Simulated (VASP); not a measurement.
# SnSe (Pnma) in VASP: notebook

SnSe is run at these levels: PBE, PBEsol, PBEsol+D3(BJ), LDA; tasks: single point.

All numbers are computed with VASP 6.6.1; they aren't measurements. Logs are shortened: lines on timing, memory, paths and dates and some standing lists are left out, and cuts for length are marked.

**What was measured.**

From “Linear dichroism of the optical properties of SnS and SnSe van der Waals crystals”, 2024, arxiv:2409.17412, for a bulk crystal of SnSe: band gap 0.99 eV (indirect) at 20 K; band gap 0.89 eV (indirect) at 300 K.

The runs below are set against these values where they give the same quantity.

## (1) The cell of the first run

It takes space group Pnma (No. 62, orthorhombic). Conventional cell: a = 11.420 Å, b = 4.190 Å, c = 4.460 Å, α = 90.00°, β = 90.00°, γ = 90.00°. Within 3.6 Å of Sn (site symmetry m) lie 6 Se at 2.69 to 3.51 Å and 2 Sn at 3.60 Å. Se (site symmetry m) has 6 Sn at 2.69 to 3.51 Å within 3.6 Å.

## (2) Single point, PBE

File INCAR:

```
SYSTEM = SnSe
PREC = Accurate
ENCUT = 520
EDIFF = 1E-7
ISMEAR = 0
SIGMA = 0.01
LREAL = .FALSE.
LASPH = .TRUE.
NELM = 80
ALGO = Normal
ISIF = 2
LWAVE = .FALSE.
LCHARG = .FALSE.
GGA = PE
NBANDS = 50
```

File KPOINTS:

```
regular mesh
0
G
  2 4 4
  0 0 0
```

File POSCAR:

```
SnSe
1.0
   11.4200000000      0.0000000000      0.0000000000
    0.0000000000      4.1900000000      0.0000000000
    0.0000000000      0.0000000000      4.4600000000
Sn Se
4 4
Direct
    0.8770000000      0.7500000000      0.9090000000
    0.6230000000      0.2500000000      0.4090000000
    0.3770000000      0.7500000000      0.5910000000
    0.1230000000      0.2500000000      0.0910000000
    0.6430000000      0.7500000000      0.9840000000
    0.8570000000      0.2500000000      0.4840000000
    0.1430000000      0.7500000000      0.5160000000
    0.3570000000      0.2500000000      0.0160000000
```

Potentials or basis: VASP PAW PBE potentials, release 64 (Sn_d, Se).

Run with:

```
$ cat potpaw_PBE.64/Sn_d/POTCAR potpaw_PBE.64/Se/POTCAR > POTCAR
$ mpirun -np 1 vasp_std > vasp.out
```

OUTCAR:

```text
SYSTEM = SnSe
   PREC = Accurate
   ENCUT = 520
   EDIFF = 1E-7
   ISMEAR = 0
   LREAL = .FALSE.
   LASPH = .TRUE.
   NELM = 80
   ISIF = 2
   GGA = PE

 ion  position               nearest neighbor table
   1  0.877  0.750  0.909-   5 2.69   6 2.83   6 2.83   4 3.60   4 3.60
   2  0.623  0.250  0.409-   6 2.69   5 2.83   5 2.83   3 3.60   3 3.60
   3  0.377  0.750  0.591-   7 2.69   8 2.83   8 2.83   2 3.60   2 3.60
   4  0.123  0.250  0.091-   8 2.69   7 2.83   7 2.83   1 3.60   1 3.60
   5  0.643  0.750  0.984-   1 2.69   2 2.83   2 2.83
   6  0.857  0.250  0.484-   2 2.69   1 2.83   1 2.83
   7  0.143  0.750  0.516-   3 2.69   4 2.83   4 2.83
   8  0.357  0.250  0.016-   4 2.69   3 2.83   3 2.83

  LATTYP: Found a simple orthorhombic cell.
 ALAT       =     4.1900000000
 B/A-ratio  =     1.0644391408
 C/A-ratio  =     2.7255369928

  Lattice vectors:

 A1 = (   0.0000000000,   4.1900000000,   0.0000000000)
 A2 = (   0.0000000000,   0.0000000000,   4.4600000000)
 A3 = (  11.4200000000,   0.0000000000,   0.0000000000)

Analysis of symmetry for initial positions (statically):
=====================================================================
 Subroutine PRICEL returns:
 Original cell was already a primitive cell.

 Routine SETGRP: Setting up the symmetry group for a
 simple orthorhombic supercell.

 Subroutine GETGRP returns: Found  8 space group operations
 (whereof  2 operations were pure point group operations)
 out of a pool of  8 trial point group operations.

The static configuration has the point symmetry S_2 .
 The point group associated with its full space group is D_2h.

Analysis of symmetry for dynamics (positions and initial velocities):
=====================================================================
 Subroutine PRICEL returns:
 Original cell was already a primitive cell.

 Routine SETGRP: Setting up the symmetry group for a
 simple orthorhombic supercell.

 Subroutine GETGRP returns: Found  8 space group operations
 (whereof  2 operations were pure point group operations)
 out of a pool of  8 trial point group operations.

The dynamic configuration has the point symmetry S_2 .
 The point group associated with its full space group is D_2h.

 Subroutine INISYM returns: Found  8 space group operations
 (whereof  2 operations are pure point group operations),
 and found     1 'primitive' translations

----------------------------------------------------------------------------------------

                                     Primitive cell

  volume of cell :     213.4101

  direct lattice vectors                    reciprocal lattice vectors
    11.420000000  0.000000000  0.000000000     0.087565674  0.000000000  0.000000000
     0.000000000  4.190000000  0.000000000     0.000000000  0.238663484  0.000000000
     0.000000000  0.000000000  4.460000000     0.000000000  0.000000000  0.224215247

  length of vectors
    11.420000000  4.190000000  4.460000000     0.087565674  0.238663484  0.224215247

  position of ions in fractional coordinates (direct lattice)
     0.877000000  0.750000000  0.909000000
     0.623000000  0.250000000  0.409000000
     0.377000000  0.750000000  0.591000000
     0.123000000  0.250000000  0.091000000
     0.643000000  0.750000000  0.984000000
     0.857000000  0.250000000  0.484000000
     0.143000000  0.750000000  0.516000000
     0.357000000  0.250000000  0.016000000

  ion indices of the primitive-cell ions
   primitive index   ion index
                 1           1
                 2           2
                 3           3
                 4           4
                 5           5
                 6           6
                 7           7
                 8           8

----------------------------------------------------------------------------------------

 KPOINTS: regular mesh

Automatic generation of k-mesh.
 Grid dimensions read from file:
 generate k-points for:    2    4    4

 Generating k-lattice:

  Cartesian coordinates                     Fractional coordinates (reciprocal lattice)
     0.043782837  0.000000000  0.000000000     0.500000000  0.000000000  0.000000000
     0.000000000  0.059665871  0.000000000     0.000000000  0.250000000  0.000000000
     0.000000000  0.000000000  0.056053812     0.000000000  0.000000000  0.250000000

  Length of vectors
     0.043782837  0.059665871  0.056053812

  Shift w.r.t. Gamma in fractional coordinates (k-lattice)
     0.000000000  0.000000000  0.000000000

 Subroutine IBZKPT returns following result:
 ===========================================

 Found     18 irreducible k-points:

 Following reciprocal coordinates:
            Coordinates               Weight
  0.000000  0.000000  0.000000      1.000000
  0.500000  0.000000  0.000000      1.000000
  0.000000  0.250000  0.000000      2.000000
  0.500000  0.250000  0.000000      2.000000
  0.000000  0.500000  0.000000      1.000000
  0.500000  0.500000  0.000000      1.000000
[... 10 lines left out ...]
  0.000000  0.500000  0.500000      1.000000
  0.500000  0.500000  0.500000      1.000000
   k-points           NKPTS =     18   k-points in BZ     NKDIM =     18   number of bands    NBANDS=     50
   number of dos      NEDOS =    301   number of ions     NIONS =      8
   total plane-waves  NPLWV = 103680
   dimension x,y,z NGX =    90 NGY =   32 NGZ =   36
   dimension x,y,z NGXF=   180 NGYF=   64 NGZF=   72
   ions per type =               4   4
   NGX,Y,Z   is equivalent  to a cutoff of  13.10, 12.70, 13.42 a.u.
   NGXF,Y,Z  is equivalent  to a cutoff of  26.20, 25.39, 26.84 a.u.
 SYSTEM =  SnSe
   PREC   = accura    normal or accurate (medium, high low for compatibility)
   ISTART =      0    job   : 0-new  1-cont  2-samecut
   ICHARG =      2    charge: 1-file 2-atom 10-const
   ISPIN  =      1    spin polarized calculation?
   LNONCOLLINEAR =      F non collinear calculations
   LSORBIT =      F    spin-orbit coupling
   LASPH  =      T    aspherical Exc in radial PAW
   ENCUT  =  520.0 eV  38.22 Ry    6.18 a.u.  21.23  7.79  8.29*2*pi/ulx,y,z
   NELM   =     80;   NELMIN=  2; NELMDL= -5     # of ELM steps
   EDIFF  = 0.1E-06   stopping-criterion for ELM
   LREAL  =      F    real-space projection
   EDIFFG = 0.1E-05   stopping-criterion for IOM
   NSW    =      0    number of steps for IOM
   IBRION =     -1    ionic relax: 0-MD 1-quasi-New 2-CG
   NFREE  =      0    steps in history (QN), initial steepest desc. (CG)
   ISIF   =      2    stress and relaxation
   ISYM   =      2    0-nonsym 1-usesym 2-fastsym
   POTIM  = 0.5000    time-step for ionic-motion
   TEBEG  =    0.0;   TEEND  =   0.0 temperature during run
   PSTRESS=    0.0 pullay stress
   NELECT =      80.0000    total number of electrons
   NUPDOWN=      -1.0000    fix difference up-down
   EMIN   =  10.00;   EMAX   =-10.00  energy-range for DOS
   EFERMI =   0.00;   METHOD = LEGACY
   ISMEAR =     0;   SIGMA  =   0.01  broadening in eV -4-tet -1-fermi 0-gaus
   EFERMI_NEDOS =   21; number of points for ismear=-14 and -15
   IALGO  =     38    algorithm
   IMIX   =      4    mixing-type and parameters
     AMIX     =   0.40;   BMIX     =  1.00
     AMIX_MAG =   1.60;   BMIX_MAG =  1.00
  volume/ion in A,a.u.               =      26.68       180.02
  Fermi-wavevector in a.u.,A,eV,Ry     =   1.180411  2.230653 18.957944  1.393370
  Thomas-Fermi vector in A             =   2.316704
   LORBIT       =      0    0 simple, 1 ext, 2 COOP (PROOUT), +10 PAW based schemes
   GGA     = PE    functional components
   LHFCALC =     F    Hartree Fock is set to
   AEXX    =    0.0000 exact exchange contribution
   IVDW    =     0    specifies the selected vdW correction
   LEPSILON=     F    determine dielectric tensor
   LRPA    =     F    only Hartree local field effects (RPA)
 non-spin polarized calculation
 Gauss-broadening in eV      SIGMA  =   0.01
  energy-cutoff  :      520.00
  volume of cell :      213.41
 maximum number of plane-waves:      5772
 NGX is ok and might be reduce to    90
   NGX = 43   NGY = 15   NGZ = 17

 number of electron      80.0000000 magnetization

 Free energy of the ion-electron system (eV)
  ---------------------------------------------------
  ext. energy  EPLUGINS =         0.00000000
  ---------------------------------------------------
  free energy    TOTEN  =       -32.80493606 eV

  energy without entropy =      -32.80493606  energy(sigma->0) =      -32.80493606

 E-fermi :   5.2674     XC(G=0):  -9.7057

 val. band max:        5.1834965039   @ k =   0.5000   0.0000   0.5000
 cond. band min:       6.2652297090   @ k =   0.0000   0.0000   0.0000
 fundamental gap:      1.0817332051
 Fermi energy:         5.2674059088

 k-point     1 :       0.0000    0.0000    0.0000
  band No.  band energies     occupation
      1     -15.8823      2.00000
      2     -15.8714      2.00000
      3     -15.8684      2.00000
      4     -15.8677      2.00000
      5     -15.8653      2.00000
      6     -15.8625      2.00000
[... 42 lines left out ...]
     49      10.0852      0.00000
     50      10.1093      0.00000

 k-point     2 :       0.5000    0.0000    0.0000
  band No.  band energies     occupation
      1     -15.8773      2.00000
      2     -15.8773      2.00000
      3     -15.8673      2.00000
      4     -15.8673      2.00000
      5     -15.8662      2.00000
      6     -15.8662      2.00000
[... 42 lines left out ...]
     49      10.4780      0.00000
     50      10.4781      0.00000

 k-point     3 :       0.0000    0.2500    0.0000
  band No.  band energies     occupation
      1     -15.8721      2.00000
      2     -15.8718      2.00000
      3     -15.8716      2.00000
      4     -15.8693      2.00000
      5     -15.8631      2.00000
      6     -15.8614      2.00000
[... 42 lines left out ...]
     49       9.8237      0.00000
     50      10.1101      0.00000

 k-point     4 :       0.5000    0.2500    0.0000
  band No.  band energies     occupation
      1     -15.8731      2.00000
      2     -15.8731      2.00000
      3     -15.8687      2.00000
      4     -15.8687      2.00000
      5     -15.8619      2.00000
      6     -15.8619      2.00000
[... 681 lines left out ...]
 k-point    17 :       0.0000    0.5000    0.5000
  band No.  band energies     occupation
      1     -15.8895      2.00000
      2     -15.8895      2.00000
      3     -15.8836      2.00000
      4     -15.8836      2.00000
      5     -15.8539      2.00000
      6     -15.8539      2.00000
[... 42 lines left out ...]
     49      10.9532      0.00000
     50      10.9533      0.00000

 k-point    18 :       0.5000    0.5000    0.5000
  band No.  band energies     occupation
      1     -15.8865      2.00000
      2     -15.8865      2.00000
      3     -15.8865      2.00000
      4     -15.8865      2.00000
      5     -15.8521      2.00000
      6     -15.8521      2.00000
[... 42 lines left out ...]
     49      11.7696      0.00000
     50      11.7696      0.00000

------------------------ aborting loop because EDIFF is reached ----------------------------------------

  FORCE on cell =-STRESS in cart. coord.  units (eV):
  Direction    XX          YY          ZZ          XY          YZ          ZX
  --------------------------------------------------------------------------------------
  -------------------------------------------------------------------------------------
  Total        6.0430119      2.1234768      1.3770370      0.0000000      0.0000000      0.0000000
  in kB       45.3679384     15.9420115     10.3381112      0.0000000      0.0000000      0.0000000
  external PRESSURE =      23.8826871 kB  Pullay stress =       0.0000000 kB

 VOLUME and BASIS-vectors are now :
 -----------------------------------------------------------------------------
  energy-cutoff  :      520.00
  volume of cell :      213.41
      direct lattice vectors                 reciprocal lattice vectors
    11.420000000  0.000000000  0.000000000     0.087565674  0.000000000  0.000000000
     0.000000000  4.190000000  0.000000000     0.000000000  0.238663484  0.000000000
     0.000000000  0.000000000  4.460000000     0.000000000  0.000000000  0.224215247

 POSITION                                       TOTAL-FORCE (eV/Angst)
 -----------------------------------------------------------------------------------
     10.01534      3.14250      4.05414         0.288162      0.000000     -0.014812
      7.11466      1.04750      1.82414        -0.288162      0.000000     -0.014812
      4.30534      3.14250      2.63586         0.288162      0.000000      0.014812
      1.40466      1.04750      0.40586        -0.288162     -0.000000      0.014812
      7.34306      3.14250      4.38864        -0.265735     -0.000000      0.029707
      9.78694      1.04750      2.15864         0.265735     -0.000000      0.029707
      1.63306      3.14250      2.30136        -0.265735     -0.000000     -0.029707
      4.07694      1.04750      0.07136         0.265735     -0.000000     -0.029707
 -----------------------------------------------------------------------------------
    total drift:                               -0.000000     -0.000000      0.000000

  FREE ENERGIE OF THE ION-ELECTRON SYSTEM (eV)
  ---------------------------------------------------
  free  energy   TOTEN  =       -32.8049360576 eV

  energy  without entropy=      -32.8049360576  energy(sigma->0) =      -32.80493606
```

Run time: 6.7 min. Hardware: 1 thread of AMD EPYC 7R13, shared host; peak memory 0.36 GiB.

What came out:

```
Free energy            : -32.8049 eV
Pressure               : 2.4 GPa
Largest force          : 0.289 eV/Å
Band gap on the k mesh : 1.08 eV, indirect (least direct gap 1.31 eV)
```

Forces on the atoms (eV/Å):
```
Sn   0.288  0.000 -0.015
Sn  -0.288  0.000 -0.015
Sn   0.288  0.000  0.015
Sn  -0.288  0.000  0.015
Se  -0.266  0.000  0.030
Se   0.266  0.000  0.030
Se  -0.266  0.000 -0.030
Se   0.266  0.000 -0.030
```

Caveat: spin-orbit coupling is left out, which moves the levels of the heavy elements.

## (3) Single point, PBEsol (volume scaled by 0.94)

File INCAR:

```
SYSTEM = SnSe
PREC = Accurate
ENCUT = 520
EDIFF = 1E-7
ISMEAR = -1
SIGMA = 0.05
LREAL = .FALSE.
LASPH = .TRUE.
NELM = 80
ALGO = Normal
ISIF = 2
LWAVE = .FALSE.
LCHARG = .FALSE.
GGA = PS
NBANDS = 50
```

File KPOINTS:

```
Automatic mesh
0
G
  3 6 6
  0 0 0
```

POSCAR, as its differences from that of step 2:

```diff
@@ -2,5 +2,5 @@
 1.0
-   11.4200000000      0.0000000000      0.0000000000
-    0.0000000000      4.1900000000      0.0000000000
-    0.0000000000      0.0000000000      4.4600000000
+   11.1868733615      0.0000000000      0.0000000000
+    0.0000000000      4.1044657955      0.0000000000
+    0.0000000000      0.0000000000      4.3689540449
 Sn Se
```

Potentials or basis: VASP PAW PBE potentials, release 64 (Sn_d, Se).

Run with:

```
$ cat potpaw_PBE.64/Sn_d/POTCAR potpaw_PBE.64/Se/POTCAR > POTCAR
$ mpirun -np 1 vasp_std > vasp.out
```

Wall time 3.6 min (1 thread of Intel Xeon Platinum 8488C (Sapphire Rapids), shared host); peak memory 0.41 GiB.

The run converged. Its results:

* Free energy: -35.7684 eV
* Pressure: 3.2 GPa
* Largest force: 0.635 eV/Å
* Band gap on the k mesh: 0.48 eV, indirect (least direct gap 0.69 eV)

Forces in eV/Å, atoms in the order of the input:
```
Sn   0.622  0.000  0.126
Sn  -0.622  0.000  0.126
Sn   0.622  0.000 -0.126
Sn  -0.622  0.000 -0.126
Se  -0.495  0.000 -0.095
Se   0.495  0.000 -0.095
Se  -0.495  0.000  0.095
Se   0.495  0.000  0.095
```

Stress tensor (GPa, compression positive):
```
5.52 0.00 0.00
0.00 2.21 0.00
0.00 0.00 1.90
```

Levels at points of the mesh, in eV from the valence-band top:
```
           k point  band 37  band 38  band 39  band 40  band 41  band 42  band 43  band 44
(0.00, 0.00, 0.00)    -1.76    -1.28    -0.90    -0.64     0.61     2.76     2.78     2.91
(0.00, 0.50, 0.00)    -1.15    -1.15    -0.82    -0.82     0.70     0.70     1.46     1.46
(0.00, 0.00, 0.50)    -0.93    -0.93    -0.37    -0.37     1.19     1.19     1.44     1.44
(0.00, 0.50, 0.50)    -2.51    -2.51    -1.71    -1.71     2.84     2.84     3.12     3.12
```

Caveat: the PAW data sets were made with another functional, which shifts forces and pressure a little; spin-orbit coupling is left out, which moves the levels of the heavy elements. A k mesh can miss the band edges.

## (4) Single point, PBEsol (volume scaled by 0.96)

File INCAR:

```
SYSTEM = SnSe
  PREC = Accurate
  ENCUT = 520
  EDIFF = 1E-6
  ISMEAR = -1
  SIGMA = 0.05
  LREAL = .FALSE.
  LASPH = .TRUE.
  NELM = 80
  ALGO = Normal
  ISIF = 2
  LWAVE = .FALSE.
  LCHARG = .FALSE.
  GGA = PS
  NBANDS = 50
```

KPOINTS is that of step 3.

POSCAR, as its differences from that of step 3:

```diff
@@ -2,5 +2,5 @@
 1.0
-   11.1868733615      0.0000000000      0.0000000000
-    0.0000000000      4.1044657955      0.0000000000
-    0.0000000000      0.0000000000      4.3689540449
+   11.2656567555      0.0000000000      0.0000000000
+    0.0000000000      4.1333714366      0.0000000000
+    0.0000000000      0.0000000000      4.3997223406
 Sn Se
```

Run with:

```
$ cat potpaw_PBE.64/Sn_d/POTCAR potpaw_PBE.64/Se/POTCAR > POTCAR
$ mpirun -np 1 vasp_std > vasp.out
```

It took 4.1 min on 1 thread of Intel Xeon Platinum 8488C (Sapphire Rapids), shared host; peak memory 0.43 GiB.

The run converged. Its results:

| Quantity | Value |
| --- | --- |
| Free energy | -35.8365 eV |
| Pressure | 1.8 GPa |
| Largest force | 0.491 eV/Å |
| Band gap on the k mesh | 0.48 eV, indirect (least direct gap 0.67 eV) |

Forces in eV/Å, atoms in the order of the input:
```
Sn   0.487  0.000  0.062
Sn  -0.487  0.000  0.062
Sn   0.487  0.000 -0.062
Sn  -0.487  0.000 -0.062
Se  -0.393  0.000 -0.041
Se   0.393  0.000 -0.041
Se  -0.393  0.000  0.041
Se   0.393  0.000  0.041
```

Stress tensor (GPa, compression positive):
```
3.96 0.00 0.00
0.00 0.92 0.00
0.00 0.00 0.65
```

Levels at points of the mesh, in eV from the valence-band top:
| k point | band 36 | band 37 | band 38 | band 39 | band 40 | band 41 | band 42 | band 43 | band 44 | band 45 |
| --- | --- | --- | --- | --- | --- | --- | --- | --- | --- | --- |
| (0.00, 0.00, 0.00) | -1.99 | -1.69 | -1.26 | -0.86 | -0.62 | 0.65 | 2.84 | 2.84 | 2.91 | 3.27 |
| (0.00, 0.50, 0.00) | -1.88 | -1.11 | -1.11 | -0.80 | -0.80 | 0.75 | 0.75 | 1.42 | 1.42 | 1.51 |
| (0.00, 0.00, 0.50) | -1.62 | -0.89 | -0.89 | -0.36 | -0.36 | 1.19 | 1.19 | 1.48 | 1.48 | 1.67 |
| (0.00, 0.50, 0.50) | -3.43 | -2.42 | -2.42 | -1.65 | -1.65 | 2.84 | 2.84 | 3.11 | 3.11 | 4.76 |

Caveat: the PAW data sets were made with another functional, which shifts forces and pressure a little; spin-orbit coupling is left out, which moves the levels of the heavy elements. A k mesh can miss the band edges.

[end of part 1 of 2]
